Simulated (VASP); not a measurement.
Set up this calculation in VASP 6.6.1, as the native input.

```yaml
Task: single point
Functional: PBE
Potentials_or_basis: VASP PAW PBE potentials, release 64 (Ag, B)
Cutoff: 520 eV
k_mesh: 7 × 7 × 6
Occupations: fermi-dirac, width 0.05 eV
Spin: no spin polarisation
Dipole_correction: no
Further_INCAR_settings: ALGO = Normal; EDIFF = 1e-07; NBANDS = 16
```

The structure of AgB2 lies in POSCAR:

```
AgB2
1.0
    3.0000000000      0.0000000000      0.0000000000
   -1.5000000000      2.5980762114      0.0000000000
    0.0000000000      0.0000000000      3.2400000000
Ag B
1 2
Direct
    0.0000000000      0.0000000000      0.0000000000
    0.6666666667      0.3333333333      0.5000000000
    0.3333333333      0.6666666667      0.5000000000
```

These files were run (other wordings do the same):

INCAR

```
SYSTEM = AgB2
PREC = Accurate ; ENCUT = 520
EDIFF = 1E-7 ; ISMEAR = -1
SIGMA = 0.05 ; LREAL = .False.
LASPH = .True. ; NELM = 100
ALGO = Normal ; ISIF = 2
LWAVE = .False. ; LCHARG = .True.
GGA = PE ; LELF = .True.
LVHAR = .True. ; NBANDS = 16
```

KPOINTS

```
regular mesh
0
Gamma
  7 7 6
  0 0 0
```

Potentials or basis: VASP PAW PBE potentials, release 64 (Ag, B).

Command:

```bash
$ cat potpaw_PBE.64/Ag/POTCAR potpaw_PBE.64/B/POTCAR > POTCAR
$ mpirun -np 1 vasp_std > vasp.out
```

It gave:

- Pressure: 53.7 GPa

It took 12 s on 1 thread of Intel(R) Xeon(R) 6975P-C (Granite Rapids), with other jobs on the host, peak memory 0.14 GiB.
